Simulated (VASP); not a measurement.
Ba, 1 atom in the cell. The structure is trigonal, space group R-3m (No. 166). Conventional cell: a = 5.039 Å, b = 5.039 Å, c = 8.301 Å, α = 90.00°, β = 90.00°, γ = 120.00°. Ba (site symmetry -3m) has 12 Ba at 4.02 to 5.04 Å within 5.3 Å. 

* Program: VASP 6.6.1
* Task: single point
* Functional: PBEsol
* Potentials or basis: VASP PAW PBE potentials, release 64 (Ba_sv)
* Cutoff: 520 eV
* k mesh: 14 × 14 × 14
* Occupations: gaussian, width 0.15 eV
* Spin: no spin polarisation
* Dipole correction: no
* Further INCAR settings: ALGO = Fast; EDIFF = 1e-07; NBANDS = 11

Potentials or basis: VASP PAW PBE potentials, release 64 (Ba_sv).

Launch:

```console
$ cat potpaw_PBE.64/Ba_sv/POTCAR > POTCAR
$ mpirun -np 1 vasp_std > vasp.out
```

Hardware: 1 thread of Intel Xeon 8259CL, with other jobs on the host.

Problem. Estimate the wall time of this run.

Solution. Run time: 4.3 min on 1 thread of Intel Xeon 8259CL, on a shared host, peak memory 0.31 GiB. Counts: scf iterations 14, k points 288.
